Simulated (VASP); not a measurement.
# NiGe (Pnma) in VASP: single point with PBEsol

Aim: the single point of NiGe with PBEsol.

Everything below comes from runs of VASP 6.6.1. Logs are shortened: lines on timing, memory, paths and dates and some standing lists are left out, and cuts for length are marked.

### 1 The cell of the first run

The structure is orthorhombic, space group Pnma (No. 62). The conventional cell has a = 5.381 Å, b = 3.428 Å, c = 5.811 Å, α = 90.00°, β = 90.00°, γ = 90.00°. Within 3.1 Å of Ge (site symmetry m) lie 6 Ni at 2.33 to 2.49 Å and 2 Ge at 2.82 Å. Ni (site symmetry m) has 6 Ge at 2.33 to 2.49 Å and 4 Ni at 2.78 to 2.80 Å within 3.1 Å.

### 2 Single point, PBEsol

INCAR reads:

```
SYSTEM = NiGe
PREC     = Accurate       ! precision mode
ENCUT    = 520            ! plane-wave cutoff, eV
EDIFF    = 1E-7           ! SCF threshold, eV
ISMEAR   = -1             ! smearing method
SIGMA    = 0.05           ! smearing width, eV
LREAL    = .FALSE.        ! projectors in reciprocal space
LASPH    = .TRUE.         ! aspherical terms in the spheres
NELM     = 80             ! most SCF steps
ALGO     = Normal         ! electronic algorithm
ISIF     = 2              ! what is computed and relaxed
LWAVE    = .FALSE.        ! write WAVECAR
LCHARG   = .FALSE.        ! write CHGCAR
GGA      = PS             ! functional
NBANDS   = 58             ! bands
```

KPOINTS reads:

```
Automatic mesh
0
G
  5 8 5
  0 0 0
```

POSCAR reads:

```
NiGe
1.0
    5.3810000000      0.0000000000      0.0000000000
    0.0000000000      3.4280000000      0.0000000000
    0.0000000000      0.0000000000      5.8110000000
Ge Ni
4 4
Direct
    0.3120000000      0.7500000000      0.9170000000
    0.6880000000      0.2500000000      0.0830000000
    0.1880000000      0.2500000000      0.4170000000
    0.8120000000      0.7500000000      0.5830000000
    0.4950000000      0.7500000000      0.3100000000
    0.5050000000      0.2500000000      0.6900000000
    0.0050000000      0.2500000000      0.8100000000
    0.9950000000      0.7500000000      0.1900000000
```

Potentials or basis: VASP PAW PBE potentials, release 64 (Ge_d, Ni).

Command:

```
cat potpaw_PBE.64/Ge_d/POTCAR potpaw_PBE.64/Ni/POTCAR > POTCAR
mpirun -np 1 vasp_std > vasp.out
```

OUTCAR:

```text
SYSTEM = NiGe
   PREC = Accurate
   ENCUT = 520
   EDIFF = 1E-7
   ISMEAR = -1
   LREAL = .FALSE.
   LASPH = .TRUE.
   NELM = 80
   ISIF = 2
   GGA = PS

 ion  position               nearest neighbor table
   1  0.312  0.750  0.917-   8 2.33   6 2.40   6 2.40   7 2.46   7 2.46   5 2.49   2 2.82   2 2.82

   2  0.688  0.250  0.083-   7 2.33   5 2.40   5 2.40   8 2.46   8 2.46   6 2.49   1 2.82   1 2.82

   3  0.188  0.250  0.417-   6 2.33   8 2.40   8 2.40   5 2.46   5 2.46   7 2.49   4 2.82   4 2.82

   4  0.812  0.750  0.583-   5 2.33   7 2.40   7 2.40   6 2.46   6 2.46   8 2.49   3 2.82   3 2.82

   5  0.495  0.750  0.310-   4 2.33   2 2.40   2 2.40   3 2.46   3 2.46   1 2.49   8 2.78   8 2.78
                             6 2.80   6 2.80
   6  0.505  0.250  0.690-   3 2.33   1 2.40   1 2.40   4 2.46   4 2.46   2 2.49   7 2.78   7 2.78
                             5 2.80   5 2.80
   7  0.005  0.250  0.810-   2 2.33   4 2.40   4 2.40   1 2.46   1 2.46   3 2.49   6 2.78   6 2.78
                             8 2.80   8 2.80
   8  0.995  0.750  0.190-   1 2.33   3 2.40   3 2.40   2 2.46   2 2.46   4 2.49   5 2.78   5 2.78
                             7 2.80   7 2.80

  LATTYP: Found a simple orthorhombic cell.
 ALAT       =     3.4280000000
 B/A-ratio  =     1.5697199533
 C/A-ratio  =     1.6951575263

  Lattice vectors:

 A1 = (   0.0000000000,  -3.4280000000,   0.0000000000)
 A2 = (   5.3810000000,   0.0000000000,   0.0000000000)
 A3 = (   0.0000000000,   0.0000000000,   5.8110000000)

Analysis of symmetry for initial positions (statically):
=====================================================================
 Subroutine PRICEL returns:
 Original cell was already a primitive cell.

 Routine SETGRP: Setting up the symmetry group for a
 simple orthorhombic supercell.

 Subroutine GETGRP returns: Found  8 space group operations
 (whereof  2 operations were pure point group operations)
 out of a pool of  8 trial point group operations.

The static configuration has the point symmetry S_2 .
 The point group associated with its full space group is D_2h.

Analysis of symmetry for dynamics (positions and initial velocities):
=====================================================================
 Subroutine PRICEL returns:
 Original cell was already a primitive cell.

 Routine SETGRP: Setting up the symmetry group for a
 simple orthorhombic supercell.

 Subroutine GETGRP returns: Found  8 space group operations
 (whereof  2 operations were pure point group operations)
 out of a pool of  8 trial point group operations.

The dynamic configuration has the point symmetry S_2 .
 The point group associated with its full space group is D_2h.

 Subroutine INISYM returns: Found  8 space group operations
 (whereof  2 operations are pure point group operations),
 and found     1 'primitive' translations

----------------------------------------------------------------------------------------

                                     Primitive cell

  volume of cell :     107.1901

  direct lattice vectors                    reciprocal lattice vectors
     5.381000000  0.000000000  0.000000000     0.185839063  0.000000000  0.000000000
     0.000000000  3.428000000  0.000000000     0.000000000  0.291715286  0.000000000
     0.000000000  0.000000000  5.811000000     0.000000000  0.000000000  0.172087420

  length of vectors
     5.381000000  3.428000000  5.811000000     0.185839063  0.291715286  0.172087420

  position of ions in fractional coordinates (direct lattice)
     0.312000000  0.750000000  0.917000000
     0.688000000  0.250000000  0.083000000
     0.188000000  0.250000000  0.417000000
     0.812000000  0.750000000  0.583000000
     0.495000000  0.750000000  0.310000000
     0.505000000  0.250000000  0.690000000
     0.005000000  0.250000000  0.810000000
     0.995000000  0.750000000  0.190000000

  ion indices of the primitive-cell ions
   primitive index   ion index
                 1           1
                 2           2
                 3           3
                 4           4
                 5           5
                 6           6
                 7           7
                 8           8

----------------------------------------------------------------------------------------

 KPOINTS: Automatic mesh

Automatic generation of k-mesh.
 Grid dimensions read from file:
 generate k-points for:    5    8    5

 Generating k-lattice:

  Cartesian coordinates                     Fractional coordinates (reciprocal lattice)
     0.037167813  0.000000000  0.000000000     0.200000000  0.000000000  0.000000000
     0.000000000  0.036464411  0.000000000     0.000000000  0.125000000  0.000000000
     0.000000000  0.000000000  0.034417484     0.000000000  0.000000000  0.200000000

  Length of vectors
     0.037167813  0.036464411  0.034417484

  Shift w.r.t. Gamma in fractional coordinates (k-lattice)
     0.000000000  0.000000000  0.000000000

 Subroutine IBZKPT returns following result:
 ===========================================

 Found     45 irreducible k-points:

 Following reciprocal coordinates:
            Coordinates               Weight
  0.000000  0.000000  0.000000      1.000000
  0.200000  0.000000  0.000000      2.000000
  0.400000  0.000000  0.000000      2.000000
  0.000000  0.125000  0.000000      2.000000
  0.200000  0.125000  0.000000      4.000000
  0.400000  0.125000  0.000000      4.000000
[... 16 lines left out ...]
  0.200000  0.250000  0.200000      8.000000
  0.400000  0.250000  0.200000      8.000000
 [... further k-points ...]
   k-points           NKPTS =     45   k-points in BZ     NKDIM =     45   number of bands    NBANDS=     58
   number of dos      NEDOS =    301   number of ions     NIONS =      8
   total plane-waves  NPLWV =  53760
   dimension x,y,z NGX =    40 NGY =   28 NGZ =   48
   dimension x,y,z NGXF=    80 NGYF=   56 NGZF=   96
   ions per type =               4   4
   NGX,Y,Z   is equivalent  to a cutoff of  12.36, 13.58, 13.73 a.u.
   NGXF,Y,Z  is equivalent  to a cutoff of  24.72, 27.16, 27.46 a.u.
 SYSTEM =  NiGe
   PREC   = accura    normal or accurate (medium, high low for compatibility)
   ISTART =      0    job   : 0-new  1-cont  2-samecut
   ICHARG =      2    charge: 1-file 2-atom 10-const
   ISPIN  =      1    spin polarized calculation?
   LNONCOLLINEAR =      F non collinear calculations
   LSORBIT =      F    spin-orbit coupling
   LASPH  =      T    aspherical Exc in radial PAW
   ENCUT  =  520.0 eV  38.22 Ry    6.18 a.u.  10.01  6.37 10.80*2*pi/ulx,y,z
   NELM   =     80;   NELMIN=  2; NELMDL= -5     # of ELM steps
   EDIFF  = 0.1E-06   stopping-criterion for ELM
   LREAL  =      F    real-space projection
   EDIFFG = 0.1E-05   stopping-criterion for IOM
   NSW    =      0    number of steps for IOM
   IBRION =     -1    ionic relax: 0-MD 1-quasi-New 2-CG
   NFREE  =      0    steps in history (QN), initial steepest desc. (CG)
   ISIF   =      2    stress and relaxation
   ISYM   =      2    0-nonsym 1-usesym 2-fastsym
   POTIM  = 0.5000    time-step for ionic-motion
   TEBEG  =    0.0;   TEEND  =   0.0 temperature during run
   PSTRESS=    0.0 pullay stress
   NELECT =      96.0000    total number of electrons
   NUPDOWN=      -1.0000    fix difference up-down
   EMIN   =  10.00;   EMAX   =-10.00  energy-range for DOS
   EFERMI =   0.00;   METHOD = LEGACY
   ISMEAR =    -1;   SIGMA  =   0.05  broadening in eV -4-tet -1-fermi 0-gaus
   EFERMI_NEDOS =   21; number of points for ismear=-14 and -15
   IALGO  =     38    algorithm
   IMIX   =      4    mixing-type and parameters
     AMIX     =   0.40;   BMIX     =  1.00
     AMIX_MAG =   1.60;   BMIX_MAG =  1.00
  volume/ion in A,a.u.               =      13.40        90.42
  Fermi-wavevector in a.u.,A,eV,Ry     =   1.578024  2.982033 33.880692  2.490161
  Thomas-Fermi vector in A             =   2.678618
   LORBIT       =      0    0 simple, 1 ext, 2 COOP (PROOUT), +10 PAW based schemes
   GGA     = PS    functional components
   LHFCALC =     F    Hartree Fock is set to
   AEXX    =    0.0000 exact exchange contribution
   IVDW    =     0    specifies the selected vdW correction
   LEPSILON=     F    determine dielectric tensor
   LRPA    =     F    only Hartree local field effects (RPA)
 non-spin polarized calculation
  energy-cutoff  :      520.00
  volume of cell :      107.19
 maximum number of plane-waves:      2907
   NGX = 21   NGY = 13   NGZ = 21

 number of electron      96.0000018 magnetization

 Free energy of the ion-electron system (eV)
  ---------------------------------------------------
  ext. energy  EPLUGINS =         0.00000000
  ---------------------------------------------------
  free energy    TOTEN  =       -47.24641200 eV

  energy without entropy =      -47.22393304  energy(sigma->0) =      -47.23517252

 E-fermi :   8.8037     XC(G=0): -12.6996

 val. band max:        8.8006407098   @ k =   0.4000   0.0000   0.2000
 cond. band min:       8.8225709183   @ k =   0.4000   0.1250   0.2000
 fundamental gap:      0.0219302085
 Fermi energy:         8.8036959417

 k-point     1 :       0.0000    0.0000    0.0000
  band No.  band energies     occupation
      1     -15.8421      2.00000
      2     -15.8307      2.00000
      3     -15.8187      2.00000
      4     -15.8180      2.00000
      5     -15.7948      2.00000
      6     -15.7792      2.00000
[... 50 lines left out ...]
     57      15.4706      0.00000
     58      15.5645      0.00000

 k-point     2 :       0.2000    0.0000    0.0000
  band No.  band energies     occupation
      1     -15.8407      2.00000
      2     -15.8316      2.00000
      3     -15.8175      2.00000
      4     -15.8170      2.00000
      5     -15.7950      2.00000
      6     -15.7807      2.00000
[... 50 lines left out ...]
     57      14.7849      0.00000
     58      15.2038      0.00000

 k-point     3 :       0.4000    0.0000    0.0000
  band No.  band energies     occupation
      1     -15.8374      2.00000
      2     -15.8339      2.00000
      3     -15.8152      2.00000
      4     -15.8150      2.00000
      5     -15.7939      2.00000
      6     -15.7882      2.00000
[... 1216 lines left out ...]
      3     -15.8035      2.00000
      4     -15.8004      2.00000
      5     -15.7972      2.00000
      6     -15.7943      2.00000
[... 50 lines left out ...]
     57      14.2192      0.00000
     58      15.3686      0.00000

 k-point    24 :       0.4000    0.2500    0.2000
  band No.  band energies     occupation
      1     -15.8375      2.00000
      2     -15.8357      2.00000
      3     -15.8016      2.00000
      4     -15.7988      2.00000
      5     -15.7973      2.00000
      6     -15.7950      2.00000
[... 50 lines left out ...]
     57      15.1009      0.00000
     58      15.3432      0.00000

 [... further k-points ...]
[... 5 lines left out ...]
  --------------------------------------------------------------------------------------
  -------------------------------------------------------------------------------------
  Total       -2.6611500     -1.6725184     -1.7501576      0.0000000      0.0000000      0.0000000
  in kB      -39.7763807    -24.9992405    -26.1597187      0.0000000      0.0000000      0.0000000
  external PRESSURE =     -30.3117800 kB  Pullay stress =       0.0000000 kB

 VOLUME and BASIS-vectors are now :
 -----------------------------------------------------------------------------
  energy-cutoff  :      520.00
  volume of cell :      107.19
      direct lattice vectors                 reciprocal lattice vectors
     5.381000000  0.000000000  0.000000000     0.185839063  0.000000000  0.000000000
     0.000000000  3.428000000  0.000000000     0.000000000  0.291715286  0.000000000
     0.000000000  0.000000000  5.811000000     0.000000000  0.000000000  0.172087420

 POSITION                                       TOTAL-FORCE (eV/Angst)
 -----------------------------------------------------------------------------------
      1.67887      2.57100      5.32869        -0.114023      0.000000     -0.143958
      3.70213      0.85700      0.48231         0.114023      0.000000      0.143958
      1.01163      0.85700      2.42319         0.114023     -0.000000     -0.143958
      4.36937      2.57100      3.38781        -0.114023      0.000000      0.143958
      2.66359      2.57100      1.80141        -0.057683      0.000000      0.001683
      2.71741      0.85700      4.00959         0.057683     -0.000000     -0.001683
      0.02691      0.85700      4.70691         0.057683      0.000000      0.001683
      5.35409      2.57100      1.10409        -0.057683      0.000000     -0.001683
 -----------------------------------------------------------------------------------
    total drift:                               -0.000000      0.000000     -0.000000

  FREE ENERGIE OF THE ION-ELECTRON SYSTEM (eV)
  ---------------------------------------------------
  free  energy   TOTEN  =       -47.2464119999 eV

  energy  without entropy=      -47.2239330379  energy(sigma->0) =      -47.23517252
```

Run time: 9.6 min. Hardware: 1 thread of AMD EPYC 7R13, shared host; peak memory 0.32 GiB.

Results:

* Free energy: -47.2464 eV
* Pressure: -3.0 GPa
* Largest force: 0.184 eV/Å
* Band gap on the k mesh: zero (band 48 reaches 9.96 eV, above the bottom of band 49 at 8.12 eV)

Forces on the atoms (eV/Å):
```
Ge  -0.114  0.000 -0.144
Ge   0.114  0.000  0.144
Ge   0.114  0.000 -0.144
Ge  -0.114  0.000  0.144
Ni  -0.058  0.000  0.002
Ni   0.058  0.000 -0.002
Ni   0.058  0.000  0.002
Ni  -0.058  0.000 -0.002
```

Levels at points of the mesh, in eV from the Fermi level:
| k point | band 45 | band 46 | band 47 | band 48 | band 49 | band 50 | band 51 | band 52 |
| --- | --- | --- | --- | --- | --- | --- | --- | --- |
| (0.00, 0.00, 0.00) | -1.74 | -1.13 | -0.93 | -0.76 | 0.57 | 0.71 | 3.99 | 4.15 |
| (0.00, 0.50, 0.00) | -1.59 | -1.59 | -1.26 | -1.26 | -0.58 | -0.58 | 1.93 | 1.93 |

Caveat: the PAW data sets were made with another functional, which shifts forces and pressure a little. Spin polarisation is off, so any magnetic state and its effect on volume and gap are missing.
